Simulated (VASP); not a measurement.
# MnF2 (P4_2/mnm) in VASP: single point with PBEsol

Aim: the single point of MnF2 with PBEsol.

Everything below comes from runs of VASP 6.6.1. Logs are shortened: lines on timing, memory, paths and dates and some standing lists are left out, and cuts for length are marked.

**1. The cell of the first run**

It takes space group P4_2/mnm (No. 136, tetragonal). The conventional cell has a = 4.869 Å, b = 4.869 Å, c = 3.296 Å, α = 90.00°, β = 90.00°, γ = 90.00°. Within 2.8 Å of Mn (site symmetry mmm) lie 6 F at 2.10 to 2.13 Å. F (site symmetry m2m) has 3 Mn at 2.10 to 2.13 Å and 1 F at 2.68 Å within 2.8 Å.

**2. Single point, PBEsol, collinear spin, ferromagnetic start**

Input file INCAR:

```
PREC = Accurate
ENCUT = 520
EDIFF = 1E-6
ISMEAR = -1
SIGMA = 0.05
LREAL = False
LASPH = True
NELM = 150
ALGO = Normal
ISIF = 2
LWAVE = False
LCHARG = True
ISPIN = 2
MAGMOM = 5.2 5.2 0 0 0 0
LORBIT = 11
LMAXMIX = 4
GGA = PS
LELF = True
LVHAR = True
NBANDS = 40
```

Input file KPOINTS:

```
Automatic mesh
0
Gamma
  5 5 7
```

Input file POSCAR:

```
MnF2
1.0
    4.8688830402      0.0000000000      0.0000000000
    0.0000000000      4.8688830402      0.0000000000
    0.0000000000      0.0000000000      3.2959330383
Mn F
2 4
Direct
    0.0000000000      0.0000000000      0.0000000000
    0.5000000000      0.5000000000      0.5000000000
    0.3051517671      0.3051517671      0.0000000000
    0.1948482329      0.8051517671      0.5000000000
    0.6948482329      0.6948482329      0.0000000000
    0.8051517671      0.1948482329      0.5000000000
```

Potentials or basis: VASP PAW PBE potentials, release 64 (Mn_pv, F).

Launch:

```
$ cat potpaw_PBE.64/Mn_pv/POTCAR potpaw_PBE.64/F/POTCAR > POTCAR
$ mpirun -np 1 vasp_std > vasp.out
```

OUTCAR:

```text
PREC = Accurate
   ENCUT = 520
   EDIFF = 1E-6
   ISMEAR = -1
   LREAL = False
   LASPH = True
   NELM = 150
   ISIF = 2
   ISPIN = 2
   LORBIT = 11
   GGA = PS

 ion  position               nearest neighbor table
   1  0.000  0.000  0.000-   3 2.10   5 2.10   4 2.13   6 2.13   4 2.13   6 2.13
   2  0.500  0.500  0.500-   4 2.10   6 2.10   5 2.13   3 2.13   3 2.13   5 2.13
   3  0.305  0.305  0.000-   1 2.10   2 2.13   2 2.13
   4  0.195  0.805  0.500-   2 2.10   1 2.13   1 2.13
   5  0.695  0.695  0.000-   1 2.10   2 2.13   2 2.13
   6  0.805  0.195  0.500-   2 2.10   1 2.13   1 2.13

  LATTYP: Found a simple tetragonal cell.
 ALAT       =     4.8688830402
 C/A-ratio  =     0.6769382240

  Lattice vectors:

 A1 = (   4.8688830402,   0.0000000000,   0.0000000000)
 A2 = (   0.0000000000,   4.8688830402,   0.0000000000)
 A3 = (   0.0000000000,   0.0000000000,   3.2959330383)

Analysis of symmetry for initial positions (statically):
=====================================================================
 Subroutine PRICEL returns:
 Original cell was already a primitive cell.

 Routine SETGRP: Setting up the symmetry group for a
 simple tetragonal supercell.

 Subroutine GETGRP returns: Found 16 space group operations
 (whereof  8 operations were pure point group operations)
 out of a pool of 16 trial point group operations.

The static configuration has the point symmetry D_2h.
 The point group associated with its full space group is D_4h.

Analysis of symmetry for dynamics (positions and initial velocities):
=====================================================================
 Subroutine PRICEL returns:
 Original cell was already a primitive cell.

 Routine SETGRP: Setting up the symmetry group for a
 simple tetragonal supercell.

 Subroutine GETGRP returns: Found 16 space group operations
 (whereof  8 operations were pure point group operations)
 out of a pool of 16 trial point group operations.

The dynamic configuration has the point symmetry D_2h.
 The point group associated with its full space group is D_4h.

Analysis of structural, dynamic, and magnetic symmetry:
=====================================================================
 Subroutine PRICEL returns:
 Original cell was already a primitive cell.

 Routine SETGRP: Setting up the symmetry group for a
 simple tetragonal supercell.

 Subroutine GETGRP returns: Found 16 space group operations
 (whereof  8 operations were pure point group operations)
 out of a pool of 16 trial point group operations.

The overall configuration has the point symmetry D_2h.
 The point group associated with its full space group is D_4h.

 Subroutine INISYM returns: Found 16 space group operations
 (whereof  8 operations are pure point group operations),
 and found     1 'primitive' translations

----------------------------------------------------------------------------------------

                                     Primitive cell

  volume of cell :      78.1335

  direct lattice vectors                    reciprocal lattice vectors
     4.868883040  0.000000000  0.000000000     0.205385915  0.000000000  0.000000000
     0.000000000  4.868883040  0.000000000     0.000000000  0.205385915  0.000000000
     0.000000000  0.000000000  3.295933038     0.000000000  0.000000000  0.303404222

  length of vectors
     4.868883040  4.868883040  3.295933038     0.205385915  0.205385915  0.303404222

  position of ions in fractional coordinates (direct lattice)
     0.000000000  0.000000000  0.000000000
     0.500000000  0.500000000  0.500000000
     0.305151767  0.305151767  0.000000000
     0.194848233  0.805151767  0.500000000
     0.694848233  0.694848233  0.000000000
     0.805151767  0.194848233  0.500000000

  ion indices of the primitive-cell ions
   primitive index   ion index
                 1           1
                 2           2
                 3           3
                 4           4
                 5           5
[... 29 lines left out ...]
            Coordinates               Weight
  0.000000  0.000000  0.000000      1.000000
  0.200000  0.000000  0.000000      4.000000
  0.400000  0.000000  0.000000      4.000000
  0.200000  0.200000  0.000000      4.000000
  0.400000  0.200000  0.000000      8.000000
  0.400000  0.400000  0.000000      4.000000
[... 16 lines left out ...]
  0.400000  0.200000  0.428571     16.000000
  0.400000  0.400000  0.428571      8.000000
   k-points           NKPTS =     24   k-points in BZ     NKDIM =     24   number of bands    NBANDS=     40
   number of dos      NEDOS =    301   number of ions     NIONS =      6
   total plane-waves  NPLWV =  36288
   dimension x,y,z NGX =    36 NGY =   36 NGZ =   28
   dimension x,y,z NGXF=    72 NGYF=   72 NGZF=   56
   ions per type =               2   4
   NGX,Y,Z   is equivalent  to a cutoff of  12.29, 12.29, 14.12 a.u.
   NGXF,Y,Z  is equivalent  to a cutoff of  24.58, 24.58, 28.25 a.u.
 SYSTEM =  unknown system
   PREC   = accura    normal or accurate (medium, high low for compatibility)
   ISTART =      0    job   : 0-new  1-cont  2-samecut
   ICHARG =      2    charge: 1-file 2-atom 10-const
   ISPIN  =      2    spin polarized calculation?
   LNONCOLLINEAR =      F non collinear calculations
   LSORBIT =      F    spin-orbit coupling
   LASPH  =      T    aspherical Exc in radial PAW
   ENCUT  =  520.0 eV  38.22 Ry    6.18 a.u.   9.05  9.05  6.13*2*pi/ulx,y,z
   NELM   =    150;   NELMIN=  2; NELMDL= -5     # of ELM steps
   EDIFF  = 0.1E-05   stopping-criterion for ELM
   LREAL  =      F    real-space projection
   EDIFFG = 0.1E-04   stopping-criterion for IOM
   NSW    =      0    number of steps for IOM
   IBRION =     -1    ionic relax: 0-MD 1-quasi-New 2-CG
   NFREE  =      0    steps in history (QN), initial steepest desc. (CG)
   ISIF   =      2    stress and relaxation
   ISYM   =      2    0-nonsym 1-usesym 2-fastsym
   POTIM  = 0.5000    time-step for ionic-motion
   TEBEG  =    0.0;   TEEND  =   0.0 temperature during run
   PSTRESS=    0.0 pullay stress
   NELECT =      54.0000    total number of electrons
   NUPDOWN=      -1.0000    fix difference up-down
   EMIN   =  10.00;   EMAX   =-10.00  energy-range for DOS
   EFERMI =   0.00;   METHOD = LEGACY
   ISMEAR =    -1;   SIGMA  =   0.05  broadening in eV -4-tet -1-fermi 0-gaus
   EFERMI_NEDOS =   21; number of points for ismear=-14 and -15
   IALGO  =     38    algorithm
   IMIX   =      4    mixing-type and parameters
     AMIX     =   0.40;   BMIX     =  1.00
     AMIX_MAG =   1.60;   BMIX_MAG =  1.00
  volume/ion in A,a.u.               =      13.02        87.88
  Fermi-wavevector in a.u.,A,eV,Ry     =   1.447417  2.735222 28.504431  2.095017
  Thomas-Fermi vector in A             =   2.565374
   LORBIT       =     11    0 simple, 1 ext, 2 COOP (PROOUT), +10 PAW based schemes
   GGA     = PS    functional components
   LHFCALC =     F    Hartree Fock is set to
   AEXX    =    0.0000 exact exchange contribution
   IVDW    =     0    specifies the selected vdW correction
   LEPSILON=     F    determine dielectric tensor
   LRPA    =     F    only Hartree local field effects (RPA)
 spin polarized calculation
  energy-cutoff  :      520.00
  volume of cell :       78.13
 maximum number of plane-waves:      2119
   NGX = 19   NGY = 19   NGZ = 13

 number of electron      54.0000031 magnetization       9.9999954

 number of electron      54.0000031 magnetization      10.0000015

 Free energy of the ion-electron system (eV)
  ---------------------------------------------------
  ext. energy  EPLUGINS =         0.00000000
  ---------------------------------------------------
  free energy    TOTEN  =       -40.63512798 eV

  energy without entropy =      -40.63512722  energy(sigma->0) =      -40.63512760

 E-fermi :   3.8712     XC(G=0): -10.0400

 val. band max:        3.3947792877   @ k =   0.0000   0.0000   0.0000
 cond. band min:       4.3221283772   @ k =   0.0000   0.0000   0.0000
 fundamental gap:      0.9273490895
 Fermi energy:         3.8712317622

 spin component 1

 k-point     1 :       0.0000    0.0000    0.0000
  band No.  band energies     occupation
      1     -46.6671      1.00000
      2     -46.6671      1.00000
      3     -46.6097      1.00000
      4     -46.6097      1.00000
      5     -46.6035      1.00000
      6     -46.6016      1.00000
[... 997 lines left out ...]
     38      12.3467      0.00000
     39      12.5132      0.00000
 Fermi energy:         3.8712317622

 spin component 2

 k-point     1 :       0.0000    0.0000    0.0000
  band No.  band energies     occupation
      1     -41.7681      1.00000
      2     -41.7681      1.00000
      3     -41.7016      1.00000
      4     -41.7016      1.00000
      5     -41.6914      1.00000
      6     -41.6885      1.00000
[... 997 lines left out ...]
     38      13.0575      0.00000
     39      13.4559      0.00000
 [bands above 39 left out]

------------------------ aborting loop because EDIFF is reached ----------------------------------------

  FORCE on cell =-STRESS in cart. coord.  units (eV):
  Direction    XX          YY          ZZ          XY          YZ          ZX
  --------------------------------------------------------------------------------------
  -------------------------------------------------------------------------------------
  Total        0.0050327      0.0050327      0.0574998      0.0000000      0.0000000      0.0000000
  in kB        0.1031991      0.1031991      1.1790708      0.0000000      0.0000000      0.0000000
  external PRESSURE =       0.4618230 kB  Pullay stress =       0.0000000 kB

 VOLUME and BASIS-vectors are now :
 -----------------------------------------------------------------------------
  energy-cutoff  :      520.00
  volume of cell :       78.13
      direct lattice vectors                 reciprocal lattice vectors
     4.868883040  0.000000000  0.000000000     0.205385915  0.000000000  0.000000000
     0.000000000  4.868883040  0.000000000     0.000000000  0.205385915  0.000000000
     0.000000000  0.000000000  3.295933038     0.000000000  0.000000000  0.303404222

 POSITION                                       TOTAL-FORCE (eV/Angst)
 -----------------------------------------------------------------------------------
      0.00000      0.00000      0.00000        -0.000000      0.000000     -0.000000
      2.43444      2.43444      1.64797        -0.000000      0.000000     -0.000000
      1.48575      1.48575      0.00000        -0.003161     -0.003161      0.000000
      0.94869      3.92019      1.64797         0.003161     -0.003161     -0.000000
      3.38313      3.38313      0.00000         0.003161      0.003161     -0.000000
      3.92019      0.94869      1.64797        -0.003161      0.003161     -0.000000
 -----------------------------------------------------------------------------------
    total drift:                                0.000000      0.000000      0.000000

  FREE ENERGIE OF THE ION-ELECTRON SYSTEM (eV)
  ---------------------------------------------------
  free  energy   TOTEN  =       -40.6351279801 eV

  energy  without entropy=      -40.6351272187  energy(sigma->0) =      -40.63512760

 total charge

# of ion       s       p       d       tot
------------------------------------------
    1        0.169   6.152   4.950  11.272
    2        0.169   6.152   4.950  11.272
    3        1.732   4.353   0.000   6.085
    4        1.732   4.353   0.000   6.085
    5        1.732   4.353   0.000   6.085
    6        1.732   4.353   0.000   6.085
--------------------------------------------------
tot          7.267  29.716   9.901  46.883

 magnetization (x)

# of ion       s       p       d       tot
------------------------------------------
    1        0.024   0.023   4.534   4.580
    2        0.024   0.023   4.534   4.580
    3        0.009   0.079   0.000   0.088
    4        0.009   0.079   0.000   0.088
    5        0.009   0.079   0.000   0.088
    6        0.009   0.079   0.000   0.088
--------------------------------------------------
tot          0.083   0.362   9.067   9.513
```

Run time: 76 s. Hardware: 1 thread of Intel Xeon Platinum 8488C (Sapphire Rapids), shared host; peak memory 0.27 GiB.

What came out:

```yaml
Free_energy: -40.6351 eV
Pressure: 0.0 GPa
Largest_force: 0.004 eV/Å
Band_gap_on_the_k_mesh: 0.93 eV
Net_moment: 10.00 μB per cell
Site_moments: Mn +4.58; F +0.09 μB
Valence_electrons_inside_the_program's_atomic_spheres: Mn 11.27; F 6.08
```

Forces in eV/Å, atoms in the order of the input:
```
Mn   0.000  0.000  0.000
Mn   0.000  0.000  0.000
F   -0.003 -0.003  0.000
F    0.003 -0.003  0.000
F    0.003  0.003  0.000
F   -0.003  0.003  0.000
```

Caveat: the PAW data sets were made with another functional, which shifts forces and pressure a little; the run started ferromagnetic, and an antiferromagnetic order may lie lower in energy.
